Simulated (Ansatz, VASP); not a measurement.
## Ge: VASP beside Ansatz

INCAR

```
SYSTEM = Ge
PREC     = Accurate       ! precision mode
ENCUT    = 520            ! plane-wave cutoff, eV
EDIFF    = 1E-6           ! SCF threshold, eV
ISMEAR   = -1             ! smearing method
SIGMA    = 0.05           ! smearing width, eV
LREAL    = .FALSE.        ! projectors in reciprocal space
LASPH    = .TRUE.         ! aspherical terms in the spheres
NELM     = 80             ! most SCF steps
ALGO     = Normal         ! electronic algorithm
ISIF     = 2              ! what is computed and relaxed
LWAVE    = .FALSE.        ! write WAVECAR
LCHARG   = .TRUE.         ! write CHGCAR
LELF     = .TRUE.         ! ELF
LVHAR    = .TRUE.       
NBANDS   = 36             ! bands
```

KPOINTS

```
Automatic mesh
0
G
  8 8 4
  0 0 0
```

POSCAR

```
Ge
1.0
    4.0501916895      0.0000000000      0.0000000000
   -2.0250958448      3.5075688934      0.0000000000
    0.0000000000      0.0000000000      6.6862218294
Ge
4
Direct
    0.3333333333      0.6666666667      0.9370987500
    0.6666666667      0.3333333333      0.4370987500
    0.3333333333      0.6666666667      0.5629012500
    0.6666666667      0.3333333333      0.0629012500
```

Contents of input.yaml:

```yaml
crystal:
  lattice:
    - [4.0501916895, 0.0, 0.0]
    - [-2.0250958448, 3.5075688934, 0.0]
    - [0.0, 0.0, 6.6862218294]
  atoms:
    - { symbol: Ge, position: [0.3333333333, 0.6666666667, 0.93709875] }
    - { symbol: Ge, position: [0.6666666667, 0.3333333333, 0.43709875] }
    - { symbol: Ge, position: [0.3333333333, 0.6666666667, 0.56290125] }
    - { symbol: Ge, position: [0.6666666667, 0.3333333333, 0.06290125] }
kpoints:
  mp_grid: { grid: [8, 8, 4] }
scf:
  occupations: { method: fermi_dirac, width: 0.05 }
hamiltonian:
  xc: lda
  pseudopotentials: { kind: all_electron, lapw: { basis_error: 0.002 } }
output:
  forces: true
  stress: true
  eigenvalues: true
```

Change from the starting cell: volume scaled by 1.04.

Alike in both runs: task single point; functional LDA; k mesh 8 × 8 × 4; occupations fermi-dirac, width 0.05 eV; no spin polarisation.

|  | VASP | Ansatz |
| --- | --- | --- |
| version | VASP 6.6.1 | Ansatz 0.2.0 |
| potentials or method | VASP PAW LDA potentials, release 64 (Ge_d), cutoff 520 eV | all-electron LAPW, scalar-relativistic |

Ansatz gave:

| Item | Value |
| --- | --- |
| pressure (GPa) | -4.1 |
| traceless stress, the component that is largest in VASP (GPa) | -0.25 |
| rms of the force components (eV/Å) | 0.013 |

What did VASP give for the same quantities?

Pressure (GPa): -4.0; traceless stress, the component that is largest in VASP (GPa): -0.23; rms of the force components (eV/Å): 0.011.

LDA's correlation is that of Perdew and Zunger in VASP and of Perdew and Wang (1992) in Ansatz. Atom by atom the forces differ by 0.002 eV/Å (rms over components). Ansatz ran all-electron here, and VASP with PAW potentials.
